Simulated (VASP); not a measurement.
Crystal: TaBr4F.

```
Ta Br F
1.0
     0.00000    4.41387    4.41387
     4.41387    0.00000    4.41387
     4.41387    4.41387    0.00000
Ta Br F
1 4 1
Direct
  0.00000 0.00000 0.00000
  0.61900 0.12700 0.12700
  0.12700 0.12700 0.12700
  0.12700 0.61900 0.12700
  0.12700 0.12700 0.61900
  0.50000 0.50000 0.50000
```

```yaml
Program: VASP 6.6.1
Task: relaxation of cell and atoms
Functional: PBE
Potentials_or_basis: VASP PAW PBE potentials, release 64 (Ta_pv, Br, F)
Cutoff: 600 eV
k_mesh: 4 × 4 × 4
Occupations: gaussian, width 0.1 eV
Spin: no spin polarisation
```

At the start: pressure 52.0 GPa; volume 28.66 Å³/atom.

Question: Where does the relaxation end?

Answer: Over 21 steps the energy falls by 2225.9 meV/atom and the volume is 48.54 Å³/atom (+69.3 %); space group F-43m (No. 216, to 0.05 Å).

Step by step:
```tsv
step	energy change (eV)	largest force (eV/Å)	pressure (GPa)	volume (Å³)
1	0.0000	18.6834	51.95	171.98
2	13.1177	14.3150	3.26	522.56
3	6.0478	9.8928	1.90	428.13
4	2.0959	8.5321	3.67	373.90
5	-4.4224	7.8758	-0.63	289.42
6	-9.7487	6.2456	2.41	225.63
7	-10.5991	3.1104	10.02	197.60
8	-10.6203	4.1038	7.56	203.86
9	-10.6308	3.8693	8.15	202.25
10	-12.9210	1.6932	-0.35	256.66
11	-13.0244	1.6063	-1.10	267.80
12	-13.0760	1.5515	-2.20	291.04
13	-13.0796	1.5511	-1.81	281.98
14	-13.2535	0.6187	1.95	267.62
15	-13.3076	0.1793	0.55	272.07
16	-13.3075	0.1472	0.61	271.87
17	-13.3285	0.0923	0.47	276.36
18	-13.3553	0.0459	0.11	290.14
19	-13.3554	0.0516	0.09	290.84
20	-13.3547	0.1000	-0.17	292.07
21	-13.3557	0.0003	0.00	291.25
```

Final structure:
```yaml
crystal:
  lattice:
    - [0.00000, 5.26114, 5.26114]
    - [5.26114, 0.00000, 5.26114]
    - [5.26114, 5.26114, 0.00000]
  atoms:
    - { symbol: Ta, position: [0.00000, 0.00000, 0.00000] }
    - { symbol: Br, position: [0.61191, 0.12936, 0.12936] }
    - { symbol: Br, position: [0.12936, 0.12936, 0.12936] }
    - { symbol: Br, position: [0.12936, 0.61191, 0.12936] }
    - { symbol: Br, position: [0.12936, 0.12936, 0.61191] }
    - { symbol: F, position: [0.50000, 0.50000, 0.50000] }
```

Caveat: the volume moved by over 15 % at a fixed basis, so the end points are rough.
